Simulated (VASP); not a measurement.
A run of VASP 6.6.1 is set up as follows.

The input INCAR:

```
  PREC = Accurate
  ENCUT = 520
  EDIFF = 1E-6
  ISMEAR = 0
  SIGMA = 0.1
  LREAL = False
  LASPH = True
  NELM = 60
  ALGO = Normal
  ISIF = 2
  LWAVE = False
  LCHARG = False
  GGA = PE
  NBANDS = 30
```

The input KPOINTS:

```
Automatic mesh
0
Gamma
  6 6 2
```

Contents of POSCAR:

```
RbZnOs3
1.0
    3.6470825900      0.0000000000      0.0000000000
   -1.8235413000      3.1584661700      0.0000000000
    0.0000000000      0.0000000000     12.6590134300
Rb Zn Os
1 1 3
Direct
    0.3333333300      0.6666666700      0.2598477100
    0.6666666700      0.3333333300      0.5246322900
    0.0000000000      0.0000000000      0.0000000000
    0.0000000000      0.0000000000      0.6830881900
    0.6666666700      0.3333333300      0.8415441000
```

Potentials or basis: VASP PAW PBE potentials, release 64 (Rb_sv, Zn, Os).

Run with:

```console
$ cat potpaw_PBE.64/Rb_sv/POTCAR potpaw_PBE.64/Zn/POTCAR potpaw_PBE.64/Os/POTCAR > POTCAR
$ mpirun -np 1 vasp_std > vasp.out
```

Q: Predict the largest force.

A: 3.546 eV/Å.

Q: Predict the pressure.

A: -21.6 GPa.

Stress tensor (GPa, compression positive):
```
-20.74   0.00   0.00
  0.00 -20.74   0.00
  0.00   0.00 -23.33
```

Caveat: forces of over 1 eV/Å act on the atoms, so gaps and moduli don't describe the material at rest.
